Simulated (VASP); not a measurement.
Wanted: the native input for a VASP 6.6.1 run.

* Task: single point
* Functional: RPBE
* Dispersion: D3(BJ)
* Potentials or basis: VASP PAW PBE potentials, release 64 (As, B)
* Cutoff: 520 eV
* k mesh: 10 × 10 × 10
* Occupations: fermi-dirac, width 0.05 eV
* Spin: no spin polarisation
* Dipole correction: no
* Further INCAR settings: ALGO = Normal; EDIFF = 1e-07; NBANDS = 11

The structure of BAs lies in POSCAR:

```
BAs
1.0
    0.0000000000      2.3087685351      2.3087685351
    2.3087685351      0.0000000000      2.3087685351
    2.3087685351      2.3087685351      0.0000000000
As B
1 1
Direct
    0.7500000000      0.7500000000      0.7500000000
    0.0000000000      0.0000000000      0.0000000000
```

These files were run (other wordings do the same):

INCAR

```
PREC = Accurate
ENCUT = 520
EDIFF = 1E-7
ISMEAR = -1
SIGMA = 0.05
LREAL = False
LASPH = True
NELM = 100
ALGO = Normal
ISIF = 2
LWAVE = False
LCHARG = False
GGA = RP
IVDW = 12
NBANDS = 11
```

KPOINTS

```
Automatic mesh
0
Gamma
  10 10 10
```

Potentials or basis: VASP PAW PBE potentials, release 64 (As, B).

Command:

```bash
$ cat potpaw_PBE.64/As/POTCAR potpaw_PBE.64/B/POTCAR > POTCAR
$ mpirun -np 1 vasp_std > vasp.out
```

It gave:

```yaml
Pressure: 1.0 GPa
Band_gap_on_the_k_mesh: 1.08 eV, indirect (least direct gap 3.41 eV)
Dispersion_energy_per_atom: -1.404 eV
```

Caveat: the PAW data sets were made with another functional, which shifts forces and pressure a little.

Wall time 6.3 s on 1 thread of Intel(R) Xeon(R) Platinum 8375C CPU @ 2.90GHz (Ice Lake), with other jobs on the host, peak memory 0.15 GiB.
